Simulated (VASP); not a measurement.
Mg:

```
Mg
1.0
     3.14379    0.00000    0.00000
    -1.57189    2.72260    0.00000
     0.00000    0.00000    5.10394
Mg
2
Direct
  0.66667 0.33333 0.75000
  0.33333 0.66667 0.25000
```

Base run:

```yaml
Program: VASP 6.6.1
Functional: PBEsol
Dispersion: D4
Potentials_or_basis: VASP PAW PBE potentials, release 64 (Mg)
Cutoff: 520 eV
k_mesh: 10 × 10 × 5
Occupations: fermi-dirac, width 0.05 eV
Spin: no spin polarisation
```

Its results: band gap on the k mesh zero (band 2 reaches 3.50 eV, above the bottom of band 3 at 1.62 eV); pressure 0.9 GPa.

Task: The run is repeated on the same cell with these changes: functional from PBEsol to BLYP; dispersion from D4 to D3(BJ). What comes out?

Result: Band gap on the k mesh zero (band 2 reaches 4.04 eV, above the bottom of band 3 at 2.04 eV); pressure -2.3 GPa.

Several settings changed at once, so the effect can't be laid on one alone.

Caveats: the PAW data sets were made with another functional, which shifts forces and pressure a little; pairwise dispersion overbinds metals, which lowers pressure and volume.
